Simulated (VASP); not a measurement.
# AlN (F-43m) in VASP: notebook, part 2 of 2

VASP 6.6.1. Earlier steps stand in the parts before.

## 3. Relaxation of cell and atoms, PBE, target pressure 20 GPa, at which the enthalpy is minimised

This run uses another cell than the first one, of 9.76 Å³/atom, 1.070 times its volume.

INCAR

```
PREC = Accurate ; ENCUT = 600
EDIFF = 1E-7 ; ISMEAR = 0
SIGMA = 0.02 ; LREAL = F
LASPH = T ; NELM = 100
ALGO = Normal ; ISIF = 3
LWAVE = F ; LCHARG = F
GGA = PE ; IBRION = 2
NSW = 70 ; EDIFFG = -0.008
PSTRESS = 200.0
```

KPOINTS

```
regular mesh
0
Gamma
  10 10 10
```

POSCAR

```
AlN
1.0
    0.0000000000      2.1373804438      2.1373804438
    2.1373804438      0.0000000000      2.1373804438
    2.1373804438      2.1373804438      0.0000000000
Al N
1 1
Direct
    0.0000000000      0.0000000000      0.0000000000
    0.7500000000      0.7500000000      0.7500000000
```

Potentials or basis: VASP PAW PBE potentials, release 64 (Al, N).

The run is started by

```
cat potpaw_PBE.64/Al/POTCAR potpaw_PBE.64/N/POTCAR > POTCAR
mpirun -np 1 vasp_std > vasp.out
```

OUTCAR:

```text
PREC = Accurate
   ENCUT = 600
   EDIFF = 1E-7
   ISMEAR = 0
   LREAL = F
   LASPH = T
   NELM = 100
   ISIF = 3
   GGA = PE
   IBRION = 2
   NSW = 70
   EDIFFG = -0.008
   PSTRESS = 200.0

 ion  position               nearest neighbor table
   1  0.000  0.000  0.000-   2 1.85   2 1.85   2 1.85   2 1.85
   2  0.750  0.750  0.750-   1 1.85   1 1.85   1 1.85   1 1.85

  LATTYP: Found a face centered cubic cell.
 ALAT       =     4.2747608876

  Lattice vectors:

 A1 = (   0.0000000000,   2.1373804438,   2.1373804438)
 A2 = (   2.1373804438,   0.0000000000,   2.1373804438)
 A3 = (   2.1373804438,   2.1373804438,   0.0000000000)

Analysis of symmetry for initial positions (statically):
=====================================================================
 Subroutine PRICEL returns:
 Original cell was already a primitive cell.

 Routine SETGRP: Setting up the symmetry group for a
 face centered cubic supercell.

 Subroutine GETGRP returns: Found 24 space group operations
 (whereof 24 operations were pure point group operations)
 out of a pool of 48 trial point group operations.

The static configuration has the point symmetry T_d .

Analysis of symmetry for dynamics (positions and initial velocities):
=====================================================================
 Subroutine PRICEL returns:
 Original cell was already a primitive cell.

 Routine SETGRP: Setting up the symmetry group for a
 face centered cubic supercell.

 Subroutine GETGRP returns: Found 24 space group operations
 (whereof 24 operations were pure point group operations)
 out of a pool of 48 trial point group operations.

The dynamic configuration has the point symmetry T_d .

 Subroutine INISYM returns: Found 24 space group operations
 (whereof 24 operations are pure point group operations),
 and found     1 'primitive' translations

----------------------------------------------------------------------------------------

                                     Primitive cell

  volume of cell :      19.5288

  direct lattice vectors                    reciprocal lattice vectors
     0.000000000  2.137380444  2.137380444    -0.233931213  0.233931213  0.233931213
     2.137380444  0.000000000  2.137380444     0.233931213 -0.233931213  0.233931213
     2.137380444  2.137380444  0.000000000     0.233931213  0.233931213 -0.233931213

  length of vectors
     3.022712412  3.022712412  3.022712412     0.405180747  0.405180747  0.405180747

  position of ions in fractional coordinates (direct lattice)
     0.000000000  0.000000000  0.000000000
     0.750000000  0.750000000  0.750000000

  ion indices of the primitive-cell ions
   primitive index   ion index
                 1           1
                 2           2

----------------------------------------------------------------------------------------

 KPOINTS: regular mesh

Automatic generation of k-mesh.
 Grid dimensions read from file:
 generate k-points for:   10   10   10

 Generating k-lattice:

  Cartesian coordinates                     Fractional coordinates (reciprocal lattice)
    -0.023393121  0.023393121  0.023393121     0.100000000  0.000000000  0.000000000
     0.023393121 -0.023393121  0.023393121     0.000000000  0.100000000  0.000000000
     0.023393121  0.023393121 -0.023393121     0.000000000  0.000000000  0.100000000

  Length of vectors
     0.040518075  0.040518075  0.040518075

  Shift w.r.t. Gamma in fractional coordinates (k-lattice)
     0.000000000  0.000000000  0.000000000

 Subroutine IBZKPT returns following result:
 ===========================================

 Found     47 irreducible k-points:

 Following reciprocal coordinates:
            Coordinates               Weight
  0.000000  0.000000  0.000000      1.000000
  0.100000  0.000000  0.000000      8.000000
  0.200000  0.000000  0.000000      8.000000
  0.300000  0.000000  0.000000      8.000000
  0.400000  0.000000  0.000000      8.000000
  0.500000  0.000000  0.000000      4.000000
[... 16 lines left out ...]
  0.300000  0.300000  0.000000      6.000000
  0.400000  0.300000  0.000000     24.000000
 [... further k-points ...]
   k-points           NKPTS =     47   k-points in BZ     NKDIM =     47   number of bands    NBANDS=      8
   number of dos      NEDOS =    301   number of ions     NIONS =      2
   total plane-waves  NPLWV =  13824
   dimension x,y,z NGX =    24 NGY =   24 NGZ =   24
   dimension x,y,z NGXF=    48 NGYF=   48 NGZF=   48
   ions per type =               1   1
   NGX,Y,Z   is equivalent  to a cutoff of  13.20, 13.20, 13.20 a.u.
   NGXF,Y,Z  is equivalent  to a cutoff of  26.40, 26.40, 26.40 a.u.
 SYSTEM =  unknown system
   PREC   = accura    normal or accurate (medium, high low for compatibility)
   ISTART =      0    job   : 0-new  1-cont  2-samecut
   ICHARG =      2    charge: 1-file 2-atom 10-const
   ISPIN  =      1    spin polarized calculation?
   LNONCOLLINEAR =      F non collinear calculations
   LSORBIT =      F    spin-orbit coupling
   LASPH  =      T    aspherical Exc in radial PAW
   ENCUT  =  600.0 eV  44.10 Ry    6.64 a.u.   6.04  6.04  6.04*2*pi/ulx,y,z
   NELM   =    100;   NELMIN=  2; NELMDL= -5     # of ELM steps
   EDIFF  = 0.1E-06   stopping-criterion for ELM
   LREAL  =      F    real-space projection
   EDIFFG = -.8E-02   stopping-criterion for IOM
   NSW    =     70    number of steps for IOM
   IBRION =      2    ionic relax: 0-MD 1-quasi-New 2-CG
   NFREE  =      1    steps in history (QN), initial steepest desc. (CG)
   ISIF   =      3    stress and relaxation
   ISYM   =      2    0-nonsym 1-usesym 2-fastsym
   POTIM  = 0.5000    time-step for ionic-motion
   TEBEG  =    0.0;   TEEND  =   0.0 temperature during run
   PSTRESS=  200.0 pullay stress
   NELECT =       8.0000    total number of electrons
   NUPDOWN=      -1.0000    fix difference up-down
   EMIN   =  10.00;   EMAX   =-10.00  energy-range for DOS
   EFERMI =   0.00;   METHOD = LEGACY
   ISMEAR =     0;   SIGMA  =   0.02  broadening in eV -4-tet -1-fermi 0-gaus
   EFERMI_NEDOS =   21; number of points for ismear=-14 and -15
   IALGO  =     38    algorithm
   IMIX   =      4    mixing-type and parameters
     AMIX     =   0.40;   BMIX     =  1.00
     AMIX_MAG =   1.60;   BMIX_MAG =  1.00
  volume/ion in A,a.u.               =       9.76        65.89
  Fermi-wavevector in a.u.,A,eV,Ry     =   1.215849  2.297622 20.113342  1.478289
  Thomas-Fermi vector in A             =   2.351222
   LORBIT       =      0    0 simple, 1 ext, 2 COOP (PROOUT), +10 PAW based schemes
   GGA     = PE    functional components
   LHFCALC =     F    Hartree Fock is set to
   AEXX    =    0.0000 exact exchange contribution
   IVDW    =     0    specifies the selected vdW correction
   LEPSILON=     F    determine dielectric tensor
   LRPA    =     F    only Hartree local field effects (RPA)
 conjugate gradient relaxation of ions
 non-spin polarized calculation
 Gauss-broadening in eV      SIGMA  =   0.02
  energy-cutoff  :      600.00
  volume of cell :       19.53
 maximum number of plane-waves:       666
   NGX = 13   NGY = 13   NGZ = 13

 number of electron       7.9999998 magnetization

 Free energy of the ion-electron system (eV)
  ---------------------------------------------------
  ext. energy  EPLUGINS =         0.00000000
  ---------------------------------------------------
  free energy    TOTEN  =       -14.74367750 eV

  energy without entropy =      -14.74367750  energy(sigma->0) =      -14.74367750

 E-fermi :   6.7374     XC(G=0): -11.2195

 val. band max:        6.5968926558   @ k =   0.0000   0.0000   0.0000
 cond. band min:       9.9458793726   @ k =   0.5000   0.5000   0.0000
 fundamental gap:      3.3489867168
 Fermi energy:         6.7373556953

 k-point     1 :       0.0000    0.0000    0.0000
  band No.  band energies     occupation
      1      -8.7690      2.00000
      2       6.5969      2.00000
      3       6.5969      2.00000
      4       6.5969      2.00000
      5      11.3795      0.00000
      6      19.8128      0.00000
      7      19.8128      0.00000
      8      19.8128      0.00000
[... 243 lines left out ...]
 k-point    24 :       0.4000    0.3000    0.0000
  band No.  band energies     occupation
      1      -6.5815      2.00000
      2       2.3136      2.00000
      3       4.8276      2.00000
      4       5.1416      2.00000
      5      11.6561      0.00000
      6      16.5612      0.00000
      7      19.6657      0.00000
      8      21.9112      0.00000

 [... further k-points ...]
[... 5 lines left out ...]
  --------------------------------------------------------------------------------------
  -------------------------------------------------------------------------------------
  Total        2.4386462      2.4386462      2.4386462      0.0000000      0.0000000      0.0000000
  in kB      200.0708873    200.0708873    200.0708873      0.0000000      0.0000000      0.0000000
  external PRESSURE =       0.0708873 kB  Pullay stress =     200.0000000 kB

 VOLUME and BASIS-vectors are now :
 -----------------------------------------------------------------------------
  energy-cutoff  :      600.00
  volume of cell :       19.53
      direct lattice vectors                 reciprocal lattice vectors
     0.000000000  2.137380444  2.137380444    -0.233931213  0.233931213  0.233931213
     2.137380444  0.000000000  2.137380444     0.233931213 -0.233931213  0.233931213
     2.137380444  2.137380444  0.000000000     0.233931213  0.233931213 -0.233931213

 POSITION                                       TOTAL-FORCE (eV/Angst)
 -----------------------------------------------------------------------------------
      0.00000      0.00000      0.00000         0.000000      0.000000      0.000000
      3.20607      3.20607      3.20607        -0.000000     -0.000000     -0.000000
 -----------------------------------------------------------------------------------
    total drift:                               -0.000000     -0.000000     -0.000000

  FREE ENERGIE OF THE ION-ELECTRON SYSTEM (eV)
  ---------------------------------------------------
  free  energy   TOTEN  =       -14.7436775042 eV

  energy  without entropy=      -14.7436775042  energy(sigma->0) =      -14.74367750

  enthalpy is  TOTEN    =       -12.3058952950 eV   P V=        2.4377822092

 reached required accuracy - stopping structural energy minimisation
```

OSZICAR:

```text
N       E                     dE             d eps       ncg     rms          rms(c)
DAV:   1     0.132916487015E+02    0.13292E+02   -0.44527E+03   800   0.955E+02
DAV:   2    -0.167363361069E+02   -0.30028E+02   -0.28651E+02  1056   0.172E+02
DAV:   3    -0.172561940212E+02   -0.51986E+00   -0.51986E+00   880   0.267E+01
DAV:   4    -0.172577549767E+02   -0.15610E-02   -0.15610E-02  1144   0.138E+00
DAV:   5    -0.172577575355E+02   -0.25589E-05   -0.25589E-05   904   0.393E-02    0.895E+00
DAV:   6    -0.147667869489E+02    0.24910E+01   -0.13311E+01   880   0.254E+01    0.302E+00
DAV:   7    -0.147497506793E+02    0.17036E-01   -0.14321E-01   872   0.364E+00    0.207E+00
DAV:   8    -0.147438454946E+02    0.59052E-02   -0.17622E-02   768   0.192E+00    0.393E-01
DAV:   9    -0.147435866767E+02    0.25882E-03   -0.71075E-04  1152   0.223E-01    0.209E-01
DAV:  10    -0.147436794792E+02   -0.92802E-04   -0.25869E-04   792   0.139E-01    0.356E-02
DAV:  11    -0.147436771446E+02    0.23346E-05   -0.11669E-05   920   0.270E-02    0.135E-02
DAV:  12    -0.147436774969E+02   -0.35229E-06   -0.10389E-06   816   0.106E-02    0.110E-03
DAV:  13    -0.147436775042E+02   -0.73215E-08   -0.13395E-08   504   0.124E-03
   1 F= -.12305895E+02 E0= -.12305895E+02  d E =-.123059E+02
```

Wall time 3.1 s (1 thread of Intel Xeon 6975P-C (Granite Rapids), shared host); peak memory 0.13 GiB.

Results:

- Free energy: -14.7437 eV
- Pressure after relaxing: 20.0 GPa
- Band gap on the k mesh: 3.35 eV, indirect (least direct gap 4.78 eV)

Final structure:
```
Al N
1.0
     0.00000    2.13738    2.13738
     2.13738    0.00000    2.13738
     2.13738    2.13738    0.00000
Al N
1 1
Direct
  0.00000 0.00000 0.00000
  0.75000 0.75000 0.75000
```

Caveat: the relaxation stopped at its first step, so nothing moved; the cell is relaxed towards a set pressure, so the enthalpy falls and the energy may rise. A hybrid or GW would open this gap; PBE tends to underestimate it.
